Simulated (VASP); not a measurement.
Ti:

```xyz
2
Lattice="0.0000 2.8400 2.8400 2.8400 0.0000 2.8400 2.8400 2.8400 0.0000" Properties=species:S:1:pos:R:3 pbc="T T T"
Ti    5.6800    5.6800    5.6800
Ti    1.4200    1.4200    1.4200
```

This isn't the form of Ti at room conditions, which is hcp.

| Quantity | Value |
| --- | --- |
| Program | VASP 6.6.1 |
| Task | relaxation of cell and atoms |
| Functional | r2SCAN |
| Potentials or basis | VASP PAW PBE potentials, release 64 (Ti_sv) |
| Cutoff | 550 eV |
| k mesh | 14 × 14 × 14 |
| Occupations | fermi-dirac, width 0.05 eV |
| Spin | no spin polarisation |

At the start: pressure -1.8 GPa; volume 22.91 Å³/atom.

Problem. Where does the relaxation end?

Solution. Over 3 steps the energy falls by 6.7 meV/atom and the volume is 21.65 Å³/atom (-5.5 %); space group Fd-3m (No. 227, to 0.1 Å) before and after.

The path:
```csv
step,energy change (eV),largest force (eV/Å),pressure (GPa),volume (Å³)
1,0.0000,0.0000,-1.78,45.81
2,-0.0120,0.0000,-0.57,44.15
3,-0.0134,0.0000,0.03,43.30
```

Final structure:
```cif
data_structure
_symmetry_space_group_name_H-M 'P 1'
_symmetry_Int_Tables_number 1
_cell_length_a 3.9414
_cell_length_b 3.9414
_cell_length_c 3.9414
_cell_angle_alpha 60.000
_cell_angle_beta 60.000
_cell_angle_gamma 60.000
_cell_volume 43.30
loop_
_atom_site_label
_atom_site_type_symbol
_atom_site_fract_x
_atom_site_fract_y
_atom_site_fract_z
_atom_site_occupancy
Ti1 Ti 0.00000 0.00000 0.00000 1
Ti2 Ti 0.25000 0.25000 0.25000 1
```

Caveat: the PAW data sets were made with another functional, which shifts forces and pressure a little.
